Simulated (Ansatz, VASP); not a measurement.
**One calculation of Cd2SbO2, two programs**

The input INCAR:

```
SYSTEM = Cd2SbO2
PREC = Accurate
ENCUT = 600
EDIFF = 1E-6
ISMEAR = 0
SIGMA = 0.1
LREAL = .False.
LASPH = .True.
NELM = 60
ALGO = Normal
ISIF = 3
LWAVE = .False.
LCHARG = .False.
GGA = PE
IBRION = 2
NSW = 80
EDIFFG = -0.001
```

The input KPOINTS:

```
Automatic mesh
0
Gamma
  10 10 4
  0 0 0
```

File POSCAR:

```
Cd2SbO2
1.0
    3.1703560764      0.0000000000      0.0000000000
    0.0000000000      3.1703560764      0.0000000000
    0.0000000000      0.0000000000      8.9593197432
Cd Sb O
2 1 2
Direct
    0.5000000000      0.5000000000      0.3315149148
    0.0000000000      0.0000000000      0.6584109246
    0.0000000000      0.0000000000      0.0031054263
    0.0000000000      0.0000000000      0.2489113369
    0.5000000000      0.5000000000      0.5780573972
```

Input for Ansatz:

```yaml
crystal:
  lattice:
    - [3.1703560764, 0.0, 0.0]
    - [0.0, 3.1703560764, 0.0]
    - [0.0, 0.0, 8.9593197432]
  atoms:
    - { symbol: Cd, position: [0.5, 0.5, 0.3315149148] }
    - { symbol: Cd, position: [0.0, 0.0, 0.6584109246] }
    - { symbol: Sb, position: [0.0, 0.0, 0.0031054263] }
    - { symbol: O, position: [0.0, 0.0, 0.2489113369] }
    - { symbol: O, position: [0.5, 0.5, 0.5780573972] }
basis:
  ecutwfc: 420
kpoints:
  mp_grid: { grid: [10, 10, 4] }
hamiltonian:
  xc: pbe
scf:
  occupations: { method: gaussian, width: 0.1 }
output:
  forces: true
  stress: true
  eigenvalues: true
  write_density: true
  write_potential: true
  elf: true
  volumetric_format: npy
relax:
  adjacent_minimum: "off"
  f_tol: 0.001
  max_steps: 60
  cell: { stress_tol: 0.01 }
```

Alike in both runs: task relaxation of cell and atoms; functional PBE; k mesh 10 × 10 × 4; occupations gaussian, width 0.1 eV; no spin polarisation.

```csv
,VASP,Ansatz
version,VASP 6.6.1,Ansatz 0.2.0
potentials or method,"VASP PAW PBE potentials, release 64 (Cd, Sb, O), cutoff 600 eV","scalar-relativistic, plane waves, PAW"
valence electrons in the cell,41,67
```

|  | VASP | Ansatz | Ansatz less VASP |
| --- | --- | --- | --- |
| gap on the k mesh at the Fermi level, each at its own relaxed structure (eV) | none | none | - |
| relaxed volume (Å³/atom) | 18.10 | 18.01 | -0.090 |
| relaxed length of the cell vector where the two differ most in proportion (Å) | 3.177 | 3.170 | -0.0062 |

A gap of «none» marks a metal or a gap that the smearing closes. VASP's potentials hold 41 valence electrons a cell and Ansatz's 67, so a difference there can come from the potentials and not from the codes.

Spin-orbit coupling is off throughout.
